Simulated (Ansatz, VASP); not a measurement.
**BaO in VASP and in Ansatz**

Contents of INCAR:

```
SYSTEM = BaO
PREC     = Accurate       ! precision mode
ENCUT    = 600            ! plane-wave cutoff, eV
EDIFF    = 1E-6           ! SCF threshold, eV
ISMEAR   = 0              ! smearing method
SIGMA    = 0.02           ! smearing width, eV
LREAL    = .FALSE.        ! projectors in reciprocal space
LASPH    = .TRUE.         ! aspherical terms in the spheres
NELM     = 120            ! most SCF steps
ALGO     = Normal         ! electronic algorithm
ISIF     = 2              ! what is computed and relaxed
LWAVE    = .FALSE.        ! write WAVECAR
LCHARG   = .FALSE.        ! write CHGCAR
GGA      = PS             ! functional
NBANDS   = 15             ! bands
GGA_COMPAT= .FALSE.
```

The input KPOINTS:

```
regular mesh
0
G
  8 8 8
  0 0 0
```

Contents of POSCAR:

```
BaO
1.0
    0.0000000000      3.1417212929      3.1417212929
    3.1417212929      0.0000000000      3.1417212929
    3.1417212929      3.1417212929      0.0000000000
Ba O
1 1
Direct
    0.0000000000      0.0000000000      0.0000000000
    0.5000000000      0.5000000000      0.5000000000
```

Input for Ansatz:

```yaml
crystal:
  lattice:
    - [0.0, 3.1417212929, 3.1417212929]
    - [3.1417212929, 0.0, 3.1417212929]
    - [3.1417212929, 3.1417212929, 0.0]
  atoms:
    - { symbol: Ba, position: [0.0, 0.0, 0.0] }
    - { symbol: O, position: [0.5, 0.5, 0.5] }
basis:
  ecutwfc: 420
kpoints:
  mp_grid: { grid: [8, 8, 8] }
hamiltonian:
  xc: pbesol
scf:
  occupations: { method: gaussian, width: 0.02 }
output:
  forces: true
  stress: true
  eigenvalues: true
```

Alike in both runs: task single point; functional PBEsol; k mesh 8 × 8 × 8; occupations gaussian, width 0.02 eV; no spin polarisation.

|  | VASP | Ansatz |
| --- | --- | --- |
| version | VASP 6.6.1 | Ansatz 0.2.0 |
| potentials or method | VASP PAW PBE potentials, release 64 (Ba_sv, O), cutoff 600 eV | scalar-relativistic, plane waves, PAW |
| valence electrons in the cell | 16 | 16 |

VASP gave:

| Quantity | Value |
| --- | --- |
| gap on the k mesh at the Fermi level (eV) | 1.74 |
| least direct gap on the mesh (eV) | 1.74 |
| pressure (GPa) | -12.1 |

Question: Which values does Ansatz return?

Answer: gap on the k mesh at the Fermi level (eV): 1.81; least direct gap on the mesh (eV): 1.81; pressure (GPa): -12.4.

VASP's potentials were made for PBE, not for PBEsol.

Spin-orbit coupling is off throughout.
